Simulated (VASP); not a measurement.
Set up this calculation in VASP 6.6.1, as the native input.

| Quantity | Value |
| --- | --- |
| Task | single point |
| Functional | PBE |
| Potentials or basis | VASP PAW PBE potentials, release 64 (Cs_sv, Ge_d, F) |
| Cutoff | 520 eV |
| k mesh | 4 × 4 × 4 |
| Occupations | gaussian, width 0.05 eV |
| Spin | no spin polarisation |
| Dipole correction | no |
| Further INCAR settings | ALGO = Normal; EDIFF = 1e-06; NBANDS = 30 |

The structure of CsGeF3 lies in POSCAR:

```
CsGeF3
1.0
    4.4965198488      0.0000000000      0.0000000000
    0.0000000000      4.4965198488      0.0000000000
    0.0000000000      0.0000000000      4.4965198488
Cs Ge F
1 1 3
Direct
    0.0000000000      0.0000000000      0.0000000000
    0.5000000000      0.5000000000      0.5000000000
    0.5000000000      0.5000000000      0.0000000000
    0.5000000000      0.0000000000      0.5000000000
    0.0000000000      0.5000000000      0.5000000000
```

The input as run:

INCAR

```
SYSTEM = CsGeF3
PREC = Accurate
ENCUT = 520
EDIFF = 1E-6
ISMEAR = 0
SIGMA = 0.05
LREAL = .FALSE.
LASPH = .TRUE.
NELM = 100
ALGO = Normal
ISIF = 2
LWAVE = .FALSE.
LCHARG = .TRUE.
GGA = PE
LELF = .TRUE.
LVHAR = .TRUE.
NBANDS = 30
```

KPOINTS

```
regular mesh
0
G
  4 4 4
  0 0 0
```

Potentials or basis: VASP PAW PBE potentials, release 64 (Cs_sv, Ge_d, F).

The run is started by

```sh
$ cat potpaw_PBE.64/Cs_sv/POTCAR potpaw_PBE.64/Ge_d/POTCAR potpaw_PBE.64/F/POTCAR > POTCAR
$ mpirun -np 1 vasp_std > vasp.out
```

It gave:

| Property | Result |
| --- | --- |
| Pressure | 2.4 GPa |
| Band gap on the k mesh | 1.84 eV, direct |

Caveat: spin-orbit coupling is left out, which moves the levels of the heavy elements.

Wall time 35 s on 1 thread of Intel(R) Xeon(R) Platinum 8259CL CPU @ 2.50GHz (Skylake/Cascade Lake), with other jobs on the host, peak memory 0.21 GiB.
